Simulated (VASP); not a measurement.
A run of VASP 6.6.1:

File POSCAR:

```
Si
1.0
    0.0000000000      2.7155000000      2.7155000000
    2.7155000000      0.0000000000      2.7155000000
    2.7155000000      2.7155000000      0.0000000000
Si
2
Direct
    0.0000000000      0.0000000000      0.0000000000
    0.2500000000      0.2500000000      0.2500000000
```

INCAR.step1

```
ALGO = Normal
EDIFF = 1E-8
ENCUT = 500
GGA = PE
ISMEAR = 0
LASPH = True
LCHARG = False
LREAL = False
LWAVE = True
NELM = 100
PREC = Accurate
SIGMA = 0.01
```

File INCAR.step2:

```
ALGO = Exact
EDIFF = 1E-8
ENCUT = 500
GGA = PE
ISMEAR = 0
ISTART = 1
LASPH = True
LCHARG = False
LOPTICS = True
LREAL = False
LWAVE = True
NBANDS = 403
NELM = 1
PREC = Accurate
SIGMA = 0.01
```

The input INCAR.step3:

```
ALGO = EVGW0
EDIFF = 1E-8
ENCUT = 500
ENCUTGW = 180.0
GGA = PE
ISMEAR = 0
ISTART = 1
LASPH = True
LCHARG = False
LREAL = False
LWAVE = False
NBANDS = 403
NBANDSGW = 12
NELMGW = 1
NOMEGA = 48
PREC = Accurate
PRECFOCK = Fast
SIGMA = 0.01
```

Contents of KPOINTS:

```
k-points
0
Gamma
  2 2 2
```

Potentials or basis: VASP PAW PBE potentials, release 64 (Si_GW).

The run is started by

```bash
$ cat potpaw_PBE.64/Si_GW/POTCAR > POTCAR
$ cp INCAR.step1 INCAR
$ mpirun -np 1 vasp_std > vasp.out
$ cp INCAR.step2 INCAR
$ mpirun -np 1 vasp_std > vasp.out
$ cp INCAR.step3 INCAR
$ mpirun -np 1 vasp_std > vasp.out
```

Hardware: 1 thread of Intel(R) Xeon(R) Platinum 8488C (Sapphire Rapids) (shared host).

Question: Estimate the wall time of this run.

Answer: Wall time 42 s on 1 thread of Intel(R) Xeon(R) Platinum 8488C (Sapphire Rapids), on a shared host, peak memory 0.26 GiB. Counts: k points 3.
